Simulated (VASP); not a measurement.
Si:

```xyz
1
Lattice="-1.6269 1.6269 1.3203 1.6269 -1.6269 1.3203 1.6269 1.6269 -1.3203" Properties=species:S:1:pos:R:3 pbc="T T T"
Si    0.0000    0.0000    0.0000
```

Base run:

```yaml
Program: VASP 6.6.1
Functional: r2SCAN
Potentials_or_basis: VASP PAW PBE potentials, release 64 (Si)
Cutoff: 550 eV
k_mesh: 13 × 13 × 13
Occupations: fermi-dirac, width 0.15 eV
Spin: no spin polarisation
```

Its results: band gap on the k mesh zero (bands 2 and 3 overlap by 14.17 eV); pressure 0.1 GPa.

Task: The run is repeated on the same cell with these changes: functional from r2SCAN to revPBE; cutoff from 550 eV to 500 eV. What comes out?

Result: Band gap on the k mesh zero (bands 2 and 3 overlap by 13.30 eV); pressure 4.2 GPa.

Caveats: the PAW data sets were made with another functional, which shifts forces and pressure a little; the cell stands under pressure (at least some runs).
